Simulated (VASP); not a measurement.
Wanted: the native input for a VASP 6.6.1 run.

```yaml
Task: single point
Functional: LDA
Potentials_or_basis: VASP PAW LDA potentials, release 64 (Ga_d, Sb)
Cutoff: 520 eV
k_mesh: 10 × 10 × 10
Occupations: gaussian, width 0.15 eV
Spin: no spin polarisation
Dipole_correction: no
Further_INCAR_settings: ALGO = Normal; EDIFF = 1e-07; NBANDS = 22
```

The structure of GaSb3 lies in POSCAR:

```
GaSb3
1.0
    0.0000000000      3.5264598423      3.8209192392
    3.5264598423      0.0000000000      3.8209192392
    3.5264598423      3.5264598423      0.0000000000
Ga Sb
1 3
Direct
    0.0000000000      0.0000000000      0.0000000000
    0.2500000000      0.2500000000      0.2500000000
    0.7500000000      0.7500000000      0.7500000000
    0.5000000000      0.5000000000      0.5000000000
```

This cell differs from its parent crystal: volume 23.758 Å^3 an atom, c/a of the conventional cell 1.0835.

These files were run (other wordings do the same):

INCAR

```
PREC = Accurate
ENCUT = 520
EDIFF = 1E-7
ISMEAR = 0
SIGMA = 0.15
LREAL = F
LASPH = T
NELM = 100
ALGO = Normal
ISIF = 2
LWAVE = F
LCHARG = T
GGA = CA
LELF = T
LVHAR = T
NBANDS = 22
```

KPOINTS

```
regular mesh
0
Gamma
  10 10 10
```

Potentials or basis: VASP PAW LDA potentials, release 64 (Ga_d, Sb).

Run with:

```sh
$ cat potpaw_LDA.64/Ga_d/POTCAR potpaw_LDA.64/Sb/POTCAR > POTCAR
$ mpirun -np 1 vasp_std > vasp.out
```

It gave:

```yaml
Pressure: 0.5 GPa
Band_gap_on_the_k_mesh: zero (band 14 reaches 10.44 eV, above the bottom of band 15 at 5.97 eV)
```

Caveat: spin-orbit coupling is left out, which moves the levels of the heavy elements.

It took 2.6 min on 1 thread of Intel(R) Xeon(R) Platinum 8259CL CPU @ 2.50GHz (Skylake/Cascade Lake) (shared host), peak memory 0.34 GiB.
